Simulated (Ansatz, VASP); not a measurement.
## One calculation of Cu, two programs

```
Cu
1.0
     0.00000    1.81487    1.81487
     1.81487    0.00000    1.81487
     1.81487    1.81487    0.00000
Cu
1
Direct
  0.00000 0.00000 0.00000
```

Alike in both runs: task relaxation of cell and atoms; functional PBE; dispersion D3(BJ); k mesh 20 × 20 × 20; occupations gaussian, width 0.1 eV; no spin polarisation.

|  | VASP | Ansatz |
| --- | --- | --- |
| version | VASP 6.6.1 | Ansatz 0.2.0 |
| potentials or method | VASP PAW PBE potentials, release 64 (Cu), cutoff 600 eV | scalar-relativistic, plane waves, PAW |
| valence electrons in the cell | 11 | 19 |

Ansatz gave:

| Quantity | Value |
| --- | --- |
| gap on the k mesh at the Fermi level, each at its own relaxed structure (eV) | none |
| relaxed volume (Å³/atom) | 11.31 |
| relaxed cell length with the largest relative difference (Å) | 2.520 |

Which values does VASP return?

gap on the k mesh at the Fermi level, each at its own relaxed structure (eV): none; relaxed volume (Å³/atom): 11.35; relaxed cell length with the largest relative difference (Å): 2.522.

A gap of «none» marks a metal or a gap that the smearing closes. VASP's potentials hold 11 valence electrons a cell and Ansatz's 19, so a difference there can come from the potentials and not from the codes.
